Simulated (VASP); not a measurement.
Input of a VASP 6.6.1 run:

POSCAR

```
Sc
1.0
    5.4226760000      0.0000000000      0.0000000000
    0.0000000000      5.4226760000      0.0000000000
    0.0000000000      0.0000000000      3.4352060000
Sc
4
Direct
    0.5000000000      0.5000000000      0.0000000000
    0.0000000000      0.0000000000      0.0000000000
    0.5000000000      0.0000000000      0.5326640000
    0.0000000000      0.5000000000      0.4673360000
```

File INCAR.step1:

```
SYSTEM = Sc
PREC     = Accurate       ! precision mode
ENCUT    = 520            ! plane-wave cutoff, eV
ISMEAR   = -1             ! smearing method
SIGMA    = 0.03           ! smearing width, eV
LREAL    = .FALSE.        ! projectors in reciprocal space
LASPH    = .TRUE.         ! aspherical terms in the spheres
NELM     = 100            ! most SCF steps
NBANDS   = 30             ! bands
GGA      = PE             ! functional
ALGO     = Normal         ! electronic algorithm
EDIFF    = 1E-4           ! SCF threshold, eV
LWAVE    = .TRUE.         ! write WAVECAR
LCHARG   = .FALSE.        ! write CHGCAR
```

File INCAR.step2:

```
SYSTEM = Sc
PREC     = Accurate       ! precision mode
ENCUT    = 520            ! plane-wave cutoff, eV
EDIFF    = 1E-8           ! SCF threshold, eV
ISMEAR   = -1             ! smearing method
SIGMA    = 0.03           ! smearing width, eV
LREAL    = .FALSE.        ! projectors in reciprocal space
LASPH    = .TRUE.         ! aspherical terms in the spheres
NELM     = 100            ! most SCF steps
ALGO     = Normal         ! electronic algorithm
ISIF     = 2              ! what is computed and relaxed
LWAVE    = .FALSE.        ! write WAVECAR
LCHARG   = .FALSE.        ! write CHGCAR
METAGGA  = R2SCAN         ! meta-GGA
LMIXTAU  = .TRUE.       
LEFG     = .TRUE.       
NBANDS   = 30             ! bands
ISTART   = 1
```

File KPOINTS:

```
Automatic mesh
0
G
  7 7 11
  0 0 0
```

Potentials or basis: VASP PAW PBE potentials, release 64 (Sc_sv).

Command:

```sh
$ cat potpaw_PBE.64/Sc_sv/POTCAR > POTCAR
$ cp INCAR.step1 INCAR
$ mpirun -np 1 vasp_std > vasp.out
$ cp INCAR.step2 INCAR
$ mpirun -np 1 vasp_std > vasp.out
```

Task: Predict the band gap on the k mesh.

Result: Zero (band 22 reaches 4.09 eV, above the bottom of band 23 at 3.31 eV).

Task: Predict the largest force.

Result: 0.161 eV/Å.

Task: Estimate the pressure.

Result: -0.3 GPa.

Electric field gradients, principal values (V/Å²):
```
atom   least  middle  greatest (by size)
1 Sc  -3.137  -3.137               6.273
2 Sc  -3.137  -3.137               6.273
3 Sc  -3.437  -3.437               6.874
4 Sc  -3.437  -3.437               6.874
```

Caveat: without QUAD_EFG the Cq values of the log hold for a quadrupole moment of 1 mb, not for the nuclei; the PAW data sets were made with another functional, which shifts forces and pressure a little.
